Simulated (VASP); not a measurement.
Runs of VASP 6.6.1 on NbH2. The structure is that of space group Fm-3m (No. 225), or close to it. The cells are those of the table. 

| task | cell | cutoff (eV) | gap on the mesh (eV) | pressure (GPa) |
| --- | --- | --- | --- | --- |
| single point | a = 3.159 Å, angles 60.0°, 3 atoms | 520 | none | 3.9 |
| single point | a = 3.202 Å, angles 60.0°, 3 atoms | 520 | none | (a) |
| relaxation of cell and atoms | relaxed to 3 GPa from a = 3.180 Å, angles 60.0°, 3 atoms | 600 | none | 3.0 |
| single point | a = 3.165 Å, angles 60.0°, 3 atoms | 520 | none | 2.8 |

Alike in all rows: level LDA; potentials or basis VASP PAW LDA potentials, release 64 (Nb_sv, H); no spin polarisation; k mesh 16 × 16 × 16; smearing fermi-dirac 0.15 eV.

Question: Fill in the values left out.

Answer: (a) -3.9.

Caveats: the cell stands under pressure (at least some runs); the cell stands under tension (at least some runs); the cell is relaxed towards a set pressure, so the run minimises the enthalpy, not the energy (at least some runs).

A k mesh can miss the band edges, and the runs leave out spin-orbit coupling on Nb.

A gap of «none» marks levels without a gap at the run's occupations.
